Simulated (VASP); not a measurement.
Runs of VASP 6.6.1 on Sn. The structure is that of space group P6_3/mmc (No. 194), or close to it. The cells are those of the table. This isn't the form of Sn at room conditions, which is tetragonal (white tin).

| task | cell | k mesh | cutoff (eV) | gap on the mesh (eV) | pressure (GPa) | relaxed volume (Å³/atom) |
| --- | --- | --- | --- | --- | --- | --- |
| relaxation of cell and atoms | relaxed from a = 2.662, b = 2.662, c = 4.309 Å, angles 90.0, 90.0, 120.0°, 2 atoms | 12 × 12 × 6 | 600 | none | -0.2 | 27.72 |
| single point | a = 3.410, b = 3.410, c = 5.514 Å, angles 90.0, 90.0, 120.0°, 2 atoms | 12 × 12 × 6 | 520 | none | 0.0 | - |
| single point | a = 2.662, b = 2.662, c = 4.309 Å, angles 90.0, 90.0, 120.0°, 2 atoms | 6 × 6 × 4 | 520 | none | 208.0 | - |
| relaxation of cell and atoms | relaxed from a = 3.410, b = 3.410, c = 5.514 Å, angles 90.0, 90.0, 120.0°, 2 atoms | 12 × 12 × 8 | 600 | none | 0.0 | (a) |
| single point | a = 3.384, b = 3.384, c = 5.591 Å, angles 90.0, 90.0, 120.0°, 2 atoms | 12 × 12 × 8 | 520 | none | 0.0 | - |

Alike in all rows: level PBE; potentials or basis VASP PAW PBE potentials, release 64 (Sn_d); no spin polarisation; smearing gaussian 0.1 eV.

Problem. Fill in the values left out.

Solution. (a) 27.74.

Caveats: some runs use coarse meshes; spin-orbit coupling is left out, which moves the levels of the heavy elements; the volume moved by over 15 % at a fixed basis, so the end points are rough (at least some runs).

A k mesh can miss the band edges, and the runs leave out spin-orbit coupling on Sn.

A gap of «none» marks levels without a gap at the run's occupations.
